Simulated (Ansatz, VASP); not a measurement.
## One calculation of Cl, two programs

```
Cl
1.0
     3.12524   -1.89765    0.00000
     3.12524    1.89765    0.00000
     0.00000    0.00000    8.14656
Cl
4
Direct
  0.87397 0.12603 0.60911
  0.12603 0.87397 0.39089
  0.62603 0.37397 0.10911
  0.37397 0.62603 0.89089
```

Change from the starting cell: uniaxial_y strain -5.5%.

Alike in both runs: task single point; functional PBE; k mesh 8 × 8 × 4; occupations fermi-dirac, width 0.02 eV; no spin polarisation.

|  | VASP | Ansatz |
| --- | --- | --- |
| version | VASP 6.6.1 | Ansatz 0.2.0 |
| potentials or method | VASP PAW PBE potentials, release 64 (Cl) | plane waves, PAW |
| plane-wave cutoff (eV) | 520 | 420 |
| valence electrons in the cell | 28 | 28 |

VASP gave:

| Property | Result |
| --- | --- |
| gap on the k mesh at the Fermi level (eV) | 2.01 |
| pressure (GPa) | 2.8 |
| traceless stress, the component that is largest in VASP (GPa) | 0.29 |
| rms of the force components (eV/Å) | 0.034 |

What did Ansatz give for the same quantities?

gap on the k mesh at the Fermi level (eV): 1.97; pressure (GPa): 3.3; traceless stress, the component that is largest in VASP (GPa): 0.15; rms of the force components (eV/Å): 0.139.

Atom by atom the forces differ by 0.107 eV/Å (rms over components). The functional is the same, so the differences come from potentials, cutoffs and numerics.
